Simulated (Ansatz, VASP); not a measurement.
Y in VASP and in Ansatz

File INCAR:

```
PREC = Accurate
ENCUT = 520
EDIFF = 1E-7
ISMEAR = 0
SIGMA = 0.1
LREAL = F
LASPH = T
NELM = 60
ALGO = Normal
ISIF = 2
LWAVE = F
LCHARG = F
GGA = RP
NBANDS = 12
```

Contents of KPOINTS:

```
Automatic mesh
0
Gamma
  9 9 9
```

POSCAR

```
Y
1.0
    0.0000000000      2.5519910612      2.5519910612
    2.5519910612      0.0000000000      2.5519910612
    2.5519910612      2.5519910612      0.0000000000
Y
1
Direct
    0.0000000000      0.0000000000      0.0000000000
```

The input input.yaml:

```yaml
crystal:
  lattice:
    - [0.0, 2.5519910612, 2.5519910612]
    - [2.5519910612, 0.0, 2.5519910612]
    - [2.5519910612, 2.5519910612, 0.0]
  atoms:
    - { symbol: "Y", position: [0.0, 0.0, 0.0] }
kpoints:
  mp_grid: { grid: [9, 9, 9] }
scf:
  occupations: { method: gaussian, width: 0.1 }
hamiltonian:
  xc: rpbe
  pseudopotentials: { kind: all_electron, lapw: { basis_error: 0.001 } }
output:
  forces: true
  stress: true
  eigenvalues: true
```

Alike in both runs: task single point; functional RPBE; k mesh 9 × 9 × 9; occupations gaussian, width 0.1 eV; no spin polarisation.

|  | VASP | Ansatz |
| --- | --- | --- |
| version | VASP 6.6.1 | Ansatz 0.2.0 |
| potentials or method | VASP PAW PBE potentials, release 64 (Y_sv), cutoff 520 eV | all-electron LAPW, scalar-relativistic |

Ansatz gave:

| Item | Value |
| --- | --- |
| gap on the k mesh at the Fermi level (eV) | none |
| pressure (GPa) | 0.7 |

Task: What did VASP give for the same quantities?

Result: gap on the k mesh at the Fermi level (eV): none; pressure (GPa): 0.6.

VASP's potentials were made for PBE, not for RPBE. A gap of «none» marks a metal or a gap that the smearing closes. Ansatz ran all-electron here, and VASP with PAW potentials.
